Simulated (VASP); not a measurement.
Ti3Al, 4 atoms in the cell. The structure is hexagonal, space group P-6m2 (No. 187). Conventional cell: a = 2.887 Å, b = 2.887 Å, c = 9.682 Å, α = 90.00°, β = 90.00°, γ = 120.00°. Ti (site symmetry -6m2) has 12 Ti at 2.89 to 2.93 Å within 3.8 Å. Within 3.8 Å of Ti (site symmetry 3m) lie 9 Ti at 2.89 to 2.93 Å and 3 Al at 2.95 Å. Al (site symmetry -6m2) has 6 Al at 2.89 Å and 6 Ti at 2.95 Å within 3.8 Å. 

```yaml
Program: VASP 6.6.1
Task: single point
Functional: PBEsol
Potentials_or_basis: VASP PAW PBE potentials, release 64 (Ti_sv, Al)
Cutoff: 520 eV
k_mesh: 18 × 18 × 6
Occupations: gaussian, width 0.15 eV
Spin: no spin polarisation
Dipole_correction: no
Further_INCAR_settings: ALGO = Fast; EDIFF = 1e-06; NBANDS = 28
```

Potentials or basis: VASP PAW PBE potentials, release 64 (Ti_sv, Al).

The run is started by

```console
$ cat potpaw_PBE.64/Ti_sv/POTCAR potpaw_PBE.64/Al/POTCAR > POTCAR
$ mpirun -np 1 vasp_std > vasp.out
```

Hardware: 1 thread of Intel(R) Xeon(R) Platinum 8375C CPU @ 2.90GHz (Ice Lake), on a shared host.

Problem. Estimate the wall time of this run.

Solution. Wall time 11 min on 1 thread of Intel(R) Xeon(R) Platinum 8375C CPU @ 2.90GHz (Ice Lake) (shared host), peak memory 0.36 GiB. Counts: scf iterations 43, k points 148.
